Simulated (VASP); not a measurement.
# Al (I4_1/amd) in VASP: further runs

Runs on Al. Level: PBE. Tasks: single point.

Program: VASP 6.6.1. These are calculated values, not measurements. Logs are shortened: lines on timing, memory, paths and dates and some standing lists are left out, and cuts for length are marked.

### Step 1. The cell of the first run

It takes space group I4_1/amd (No. 141, tetragonal). Conventional cell: a = 5.302 Å, b = 5.302 Å, c = 2.730 Å, α = 90.00°, β = 90.00°, γ = 90.00°. Within 3.6 Å of Al (site symmetry -4m2) lie 10 Al at 2.73 to 3.35 Å.

### Step 2. Single point, PBE

The input, INCAR:

```
SYSTEM = Al
PREC     = Accurate       ! precision mode
ENCUT    = 520            ! plane-wave cutoff, eV
EDIFF    = 1E-6           ! SCF threshold, eV
ISMEAR   = 0              ! smearing method
SIGMA    = 0.1            ! smearing width, eV
LREAL    = .False.        ! projectors in reciprocal space
LASPH    = .True.         ! aspherical terms in the spheres
NELM     = 100            ! most SCF steps
ALGO     = Fast           ! electronic algorithm
ISIF     = 2              ! what is computed and relaxed
LWAVE    = .False.        ! write WAVECAR
LCHARG   = .False.        ! write CHGCAR
GGA      = PE             ! functional
NBANDS   = 10             ! bands
```

The input, KPOINTS:

```
regular mesh
0
Gamma
  22 22 22
  0 0 0
```

The input, POSCAR:

```
Al
1.0
   -2.6511349914      2.6511349914      1.3651680337
    2.6511349914     -2.6511349914      1.3651680337
    2.6511349914      2.6511349914     -1.3651680337
Al
2
Direct
    0.0000000000      0.0000000000      0.0000000000
    0.7500000000      0.2500000000      0.5000000000
```

Potentials or basis: VASP PAW PBE potentials, release 64 (Al).

The run is started by

```bash
$ cat potpaw_PBE.64/Al/POTCAR > POTCAR
$ mpirun -np 1 vasp_std > vasp.out
```

OUTCAR:

```text
SYSTEM = Al
   PREC = Accurate
   ENCUT = 520
   EDIFF = 1E-6
   ISMEAR = 0
   LREAL = .False.
   LASPH = .True.
   NELM = 100
   ISIF = 2
   GGA = PE

 ion  position               nearest neighbor table
   1  0.000  0.000  0.000-   2 2.74   2 2.74   2 2.74   2 2.74   2 3.35   2 3.35   2 3.35   2 3.35

   2  0.750  0.250  0.500-   1 2.74   1 2.74   1 2.74   1 2.74   1 3.35   1 3.35   1 3.35   1 3.35

  LATTYP: Found a body centered tetragonal cell.
 ALAT       =     5.3022699828
 C/A-ratio  =     0.5149372017

  Lattice vectors:

 A1 = (  -2.6511349914,   2.6511349914,   1.3651680337)
 A2 = (   2.6511349914,  -2.6511349914,   1.3651680337)
 A3 = (   2.6511349914,   2.6511349914,  -1.3651680337)

Analysis of symmetry for initial positions (statically):
=====================================================================
 Subroutine PRICEL returns:
 Original cell was already a primitive cell.

 Routine SETGRP: Setting up the symmetry group for a
 body centered tetragonal supercell.

 Subroutine GETGRP returns: Found 16 space group operations
 (whereof  8 operations were pure point group operations)
 out of a pool of 16 trial point group operations.

The static configuration has the point symmetry D_2d.
 The point group associated with its full space group is D_4h.

Analysis of symmetry for dynamics (positions and initial velocities):
=====================================================================
 Subroutine PRICEL returns:
 Original cell was already a primitive cell.

 Routine SETGRP: Setting up the symmetry group for a
 body centered tetragonal supercell.

 Subroutine GETGRP returns: Found 16 space group operations
 (whereof  8 operations were pure point group operations)
 out of a pool of 16 trial point group operations.

The dynamic configuration has the point symmetry D_2d.
 The point group associated with its full space group is D_4h.

 Subroutine INISYM returns: Found 16 space group operations
 (whereof  8 operations are pure point group operations),
 and found     1 'primitive' translations

----------------------------------------------------------------------------------------

                                     Primitive cell

  volume of cell :      38.3804

  direct lattice vectors                    reciprocal lattice vectors
    -2.651134991  2.651134991  1.365168034     0.000000000  0.188598469  0.366255280
     2.651134991 -2.651134991  1.365168034     0.188598469  0.000000000  0.366255280
     2.651134991  2.651134991 -1.365168034     0.188598469  0.188598469  0.000000000

  length of vectors
     3.990077348  3.990077348  3.990077348     0.411961542  0.411961542  0.266718512

  position of ions in fractional coordinates (direct lattice)
     0.000000000  0.000000000  0.000000000
     0.750000000  0.250000000  0.500000000

  ion indices of the primitive-cell ions
   primitive index   ion index
                 1           1
                 2           2

----------------------------------------------------------------------------------------

 KPOINTS: regular mesh

Automatic generation of k-mesh.
 Grid dimensions read from file:
 generate k-points for:   22   22   22

 Generating k-lattice:

  Cartesian coordinates                     Fractional coordinates (reciprocal lattice)
     0.000000000  0.008572658  0.016647967     0.045454545  0.000000000  0.000000000
     0.008572658  0.000000000  0.016647967     0.000000000  0.045454545  0.000000000
     0.008572658  0.008572658  0.000000000     0.000000000  0.000000000  0.045454545

  Length of vectors
     0.018725525  0.018725525  0.012123569

  Shift w.r.t. Gamma in fractional coordinates (k-lattice)
     0.000000000  0.000000000  0.000000000

 Subroutine IBZKPT returns following result:
 ===========================================

 Found    834 irreducible k-points:

 Following reciprocal coordinates:
            Coordinates               Weight
  0.000000  0.000000  0.000000      1.000000
  0.045455  0.000000  0.000000      8.000000
  0.090909  0.000000  0.000000      8.000000
  0.136364  0.000000  0.000000      8.000000
  0.181818  0.000000 -0.000000      8.000000
  0.227273  0.000000  0.000000      8.000000
[... 16 lines left out ...]
  0.500000  0.045455  0.000000     16.000000
 -0.454545  0.045455  0.000000     16.000000
 [... further k-points ...]
   k-points           NKPTS =    834   k-points in BZ     NKDIM =    834   number of bands    NBANDS=     10
   number of dos      NEDOS =    301   number of ions     NIONS =      2
   total plane-waves  NPLWV =  27000
   dimension x,y,z NGX =    30 NGY =   30 NGZ =   30
   dimension x,y,z NGXF=    60 NGYF=   60 NGZF=   60
   ions per type =               2
   NGX,Y,Z   is equivalent  to a cutoff of  12.50, 12.50, 12.50 a.u.
   NGXF,Y,Z  is equivalent  to a cutoff of  25.00, 25.00, 25.00 a.u.
 SYSTEM =  Al
   PREC   = accura    normal or accurate (medium, high low for compatibility)
   ISTART =      0    job   : 0-new  1-cont  2-samecut
   ICHARG =      2    charge: 1-file 2-atom 10-const
   ISPIN  =      1    spin polarized calculation?
   LNONCOLLINEAR =      F non collinear calculations
   LSORBIT =      F    spin-orbit coupling
   LASPH  =      T    aspherical Exc in radial PAW
   ENCUT  =  520.0 eV  38.22 Ry    6.18 a.u.   7.42  7.42  7.42*2*pi/ulx,y,z
   NELM   =    100;   NELMIN=  2; NELMDL= -5     # of ELM steps
   EDIFF  = 0.1E-05   stopping-criterion for ELM
   LREAL  =      F    real-space projection
   EDIFFG = 0.1E-04   stopping-criterion for IOM
   NSW    =      0    number of steps for IOM
   IBRION =     -1    ionic relax: 0-MD 1-quasi-New 2-CG
   NFREE  =      0    steps in history (QN), initial steepest desc. (CG)
   ISIF   =      2    stress and relaxation
   ISYM   =      2    0-nonsym 1-usesym 2-fastsym
   POTIM  = 0.5000    time-step for ionic-motion
   TEBEG  =    0.0;   TEEND  =   0.0 temperature during run
   PSTRESS=    0.0 pullay stress
   NELECT =       6.0000    total number of electrons
   NUPDOWN=      -1.0000    fix difference up-down
   EMIN   =  10.00;   EMAX   =-10.00  energy-range for DOS
   EFERMI =   0.00;   METHOD = LEGACY
   ISMEAR =     0;   SIGMA  =   0.10  broadening in eV -4-tet -1-fermi 0-gaus
   EFERMI_NEDOS =   21; number of points for ismear=-14 and -15
   IALGO  =     68    algorithm
   IMIX   =      4    mixing-type and parameters
     AMIX     =   0.40;   BMIX     =  1.00
     AMIX_MAG =   1.60;   BMIX_MAG =  1.00
  volume/ion in A,a.u.               =      19.19       129.50
  Fermi-wavevector in a.u.,A,eV,Ry     =   0.881905  1.666559 10.582027  0.777757
  Thomas-Fermi vector in A             =   2.002465
   LORBIT       =      0    0 simple, 1 ext, 2 COOP (PROOUT), +10 PAW based schemes
   GGA     = PE    functional components
   LHFCALC =     F    Hartree Fock is set to
   AEXX    =    0.0000 exact exchange contribution
   IVDW    =     0    specifies the selected vdW correction
   LEPSILON=     F    determine dielectric tensor
   LRPA    =     F    only Hartree local field effects (RPA)
 non-spin polarized calculation
 RMM-DIIS sequential band-by-band and
 Gauss-broadening in eV      SIGMA  =   0.10
  energy-cutoff  :      520.00
  volume of cell :       38.38
 maximum number of plane-waves:      1050
 NGX is ok and might be reduce to    30
   NGX = 15   NGY = 15   NGZ = 15

 number of electron       6.0000000 magnetization

 Free energy of the ion-electron system (eV)
  ---------------------------------------------------
  ext. energy  EPLUGINS =         0.00000000
  ---------------------------------------------------
  free energy    TOTEN  =        -6.93700974 eV

  energy without entropy =       -6.93192939  energy(sigma->0) =       -6.93446957

 E-fermi :   6.2159     XC(G=0):  -9.6196

 val. band max:        6.2148218274   @ k =   0.4091   0.0909   0.0455
 cond. band min:       6.2163431571   @ k =   0.1818   0.0455   0.0455
 fundamental gap:      0.0015213297
 Fermi energy:         6.2158797190

 k-point     1 :       0.0000    0.0000    0.0000
  band No.  band energies     occupation
      1      -3.6956      2.00000
      2       5.7687      2.00000
      3       5.7687      2.00000
      4       6.3285      0.11117
      5       8.3969      0.00000
      6      14.5281      0.00000
      7      15.8763      0.00000
      8      15.8763      0.00000
      9      16.4085      0.00000
     10      18.6014      0.00000

 k-point     2 :       0.0455    0.0000    0.0000
  band No.  band energies     occupation
      1      -3.6438      2.00000
      2       5.5693      2.00000
      3       5.7383      2.00000
      4       6.6176      0.00000
      5       8.5247      0.00000
      6      14.3080      0.00000
      7      15.7253      0.00000
      8      15.8978      0.00000
      9      16.3403      0.00000
     10      18.1555      0.00000

 k-point     3 :       0.0909    0.0000    0.0000
  band No.  band energies     occupation
      1      -3.4887      2.00000
      2       5.3016      2.00000
      3       5.6703      2.00000
      4       7.1511      0.00000
      5       8.8842      0.00000
      6      13.8134      0.00000
      7      14.9601      0.00000
      8      15.9248      0.00000
      9      16.3350      0.00000
     10      16.8494      0.00000

 k-point     4 :       0.1364    0.0000    0.0000
  band No.  band energies     occupation
      1      -3.2304      2.00000
      2       5.1050      2.00000
      3       5.6095      2.00000
      4       7.7776      0.00000
      5       9.4288      0.00000
      6      13.2159      0.00000
      7      13.7471      0.00000
      8      15.5158      0.00000
      9      15.6810      0.00000
     10      16.2402      0.00000
[... 222 lines left out ...]
 k-point    22 :       0.4545    0.0455    0.0000
  band No.  band energies     occupation
      1       2.2252      2.00000
      2       2.6801      2.00000
      3       6.2793      0.36988
      4       6.8894      0.00000
      5       7.7787      0.00000
      6       8.7397      0.00000
      7      11.8918      0.00000
      8      13.1859      0.00000
      9      15.6781      0.00000
     10      17.4797      0.00000

 k-point    23 :       0.5000    0.0455    0.0000
  band No.  band energies     occupation
      1       1.6170      2.00000
      2       3.3405      2.00000
      3       5.8617      2.00000
      4       6.8529      0.00000
      5       7.9046      0.00000
      6       9.1469      0.00000
      7      11.7842      0.00000
      8      13.3703      0.00000
      9      15.6183      0.00000
     10      17.3899      0.00000

 k-point    24 :      -0.4545    0.0455    0.0000
  band No.  band energies     occupation
      1       0.6465      2.00000
      2       4.5377      2.00000
      3       5.4222      2.00000
      4       6.5313      0.00001
      5       8.4277      0.00000
      6       9.7990      0.00000
      7      11.7774      0.00000
      8      13.6346      0.00000
      9      14.6291      0.00000
     10      16.2174      0.00000

 [... further k-points ...]
[... 5 lines left out ...]
  --------------------------------------------------------------------------------------
  -------------------------------------------------------------------------------------
  Total       -0.0050330     -0.0050330     -0.0076724      0.0000000     -0.0000000      0.0000000
  in kB       -0.2101008     -0.2101008     -0.3202807      0.0000000     -0.0000000      0.0000000
  external PRESSURE =      -0.2468274 kB  Pullay stress =       0.0000000 kB

 VOLUME and BASIS-vectors are now :
 -----------------------------------------------------------------------------
  energy-cutoff  :      520.00
  volume of cell :       38.38
      direct lattice vectors                 reciprocal lattice vectors
    -2.651134991  2.651134991  1.365168034     0.000000000  0.188598469  0.366255280
     2.651134991 -2.651134991  1.365168034     0.188598469  0.000000000  0.366255280
     2.651134991  2.651134991 -1.365168034     0.188598469  0.188598469  0.000000000

 POSITION                                       TOTAL-FORCE (eV/Angst)
 -----------------------------------------------------------------------------------
      0.00000      0.00000      0.00000         0.000000     -0.000000      0.000000
      0.00000      2.65113      0.68258        -0.000000      0.000000     -0.000000
 -----------------------------------------------------------------------------------
    total drift:                               -0.000000     -0.000000      0.000000

  FREE ENERGIE OF THE ION-ELECTRON SYSTEM (eV)
  ---------------------------------------------------
  free  energy   TOTEN  =        -6.9370097448 eV

  energy  without entropy=       -6.9319293854  energy(sigma->0) =       -6.93446957
```

Wall time 4.2 min (1 thread of Intel Xeon Platinum 8488C (Sapphire Rapids), shared host); peak memory 0.37 GiB.

Results:

| Property | Result |
| --- | --- |
| Free energy | -6.9370 eV |
| Pressure | 0.0 GPa |
| Band gap on the k mesh | zero (band 3 reaches 8.64 eV, above the bottom of band 4 at 1.95 eV) |

### Step 3. Single point, PBE

This run uses another cell than the first one, of 16.91 Å³/atom, 0.881 times its volume.

The input, INCAR:

```
SYSTEM = Al
PREC     = Accurate       ! precision mode
ENCUT    = 500            ! plane-wave cutoff, eV
EDIFF    = 1E-6           ! SCF threshold, eV
ISMEAR   = 0              ! smearing method
SIGMA    = 0.1            ! smearing width, eV
LREAL    = .False.        ! projectors in reciprocal space
LASPH    = .True.         ! aspherical terms in the spheres
NELM     = 120            ! most SCF steps
ALGO     = Normal         ! electronic algorithm
ISIF     = 2              ! what is computed and relaxed
LWAVE    = .False.        ! write WAVECAR
LCHARG   = .False.        ! write CHGCAR
GGA      = PE             ! functional
NBANDS   = 10             ! bands
GGA_COMPAT= .False.
```

The input, KPOINTS:

```
Automatic mesh
0
Gamma
  8 8 8
  0 0 0
```

The input, POSCAR:

```
Al
1.0
   -2.4932008491      2.4932008491      1.3600870863
    2.4932008491     -2.4932008491      1.3600870863
    2.4932008491      2.4932008491     -1.3600870863
Al
2
Direct
    0.0000000000      0.0000000000      0.0000000000
    0.7500000000      0.2500000000      0.5000000000
```

Potentials or basis: VASP PAW PBE potentials, release 64 (Al).

The run is started by

```bash
$ cat potpaw_PBE.64/Al/POTCAR > POTCAR
$ mpirun -np 1 vasp_std > vasp.out
```

It took 15 s on 1 thread of AMD EPYC 7R43 (Zen 3), shared host; peak memory 0.12 GiB.

Results (log left out):

```yaml
Free_energy: -6.7812 eV
Pressure: 10.4 GPa
Band_gap_on_the_k_mesh: zero (band 3 reaches 9.90 eV, above the bottom of band 4 at 2.74 eV)
```

Stress tensor (GPa, compression positive):
```
15.13  0.00  0.00
 0.00 15.13  0.00
 0.00  0.00  1.08
```

Levels at points of the mesh, in eV from the Fermi level:
```
           k point  band 1  band 2  band 3  band 4  band 5  band 6  band 7
(0.00, 0.00, 0.00)  -10.73   -0.15   -0.15    1.31    2.06    9.01   10.93
(0.50, 0.00, 0.00)   -4.40   -4.40    0.36    0.64    1.61    2.07    6.79
(0.50, 0.50, 0.00)   -7.79   -7.79    2.44    2.44    4.43    4.43   10.78
(0.50, 0.50, 0.50)   -5.12   -5.12   -4.72   -4.72    7.88    7.88   15.53
```
